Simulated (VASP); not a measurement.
Set up this calculation in VASP 6.6.1, as the native input.

```
Task                   : single point
Functional             : PBE
Potentials or basis    : VASP PAW PBE potentials, release 64 (Zr_sv, Ge_d, Ru_pv)
Cutoff                 : 520 eV
k mesh                 : 3 × 3 × 4
Occupations            : gaussian, width 0.2 eV
Spin                   : no spin polarisation
Dipole correction      : no
Further INCAR settings : ALGO = Normal; EDIFF = 1e-07; NBANDS = 60
```

The structure of Zr6GeRu lies in POSCAR:

```
Zr6GeRu
1.0
    6.1123356887      0.0000000000      0.0000000000
   -3.0561678444      5.2934379829      0.0000000000
    0.0000000000      0.0000000000      5.0672955752
Zr Ge Ru
6 1 1
Direct
   -0.0104132442      0.4947933779      0.5000000000
    0.5052066221      0.4947933779      0.5000000000
    0.5052066221      1.0104132442      0.5000000000
    0.6796363510      0.8398181755      0.0000000000
    0.1601818245      0.8398181755      0.0000000000
    0.1601818245      0.3203636490      0.0000000000
    0.6666666667      0.3333333333      0.0000000000
    0.0000000000      0.0000000000      0.5000000000
```

The cell was built from a structure type or drawn by symmetry, and may not be a known phase.

One way to write it, as run:

INCAR

```
PREC = Accurate
ENCUT = 520
EDIFF = 1E-7
ISMEAR = 0
SIGMA = 0.2
LREAL = F
LASPH = T
NELM = 100
ALGO = Normal
ISIF = 2
LWAVE = F
LCHARG = T
GGA = PE
LELF = T
LVHAR = T
NBANDS = 60
```

KPOINTS

```
regular mesh
0
Gamma
  3 3 4
```

Potentials or basis: VASP PAW PBE potentials, release 64 (Zr_sv, Ge_d, Ru_pv).

Launch:

```console
$ cat potpaw_PBE.64/Zr_sv/POTCAR potpaw_PBE.64/Ge_d/POTCAR potpaw_PBE.64/Ru_pv/POTCAR > POTCAR
$ mpirun -np 1 vasp_std > vasp.out
```

It gave:

The pressure is -0.4 GPa and the largest force is 0.058 eV/Å. The band gap on the k mesh is zero (bands 50 and 51 overlap by 0.84 eV).

Caveat: the k points lie up to 0.40 Å⁻¹ apart, too coarse for converged energies and pressures of a metal.

Run time: 2.9 min on 1 thread of AMD EPYC 7R43 64-Core Processor (Zen 3), on a shared host, peak memory 0.29 GiB.
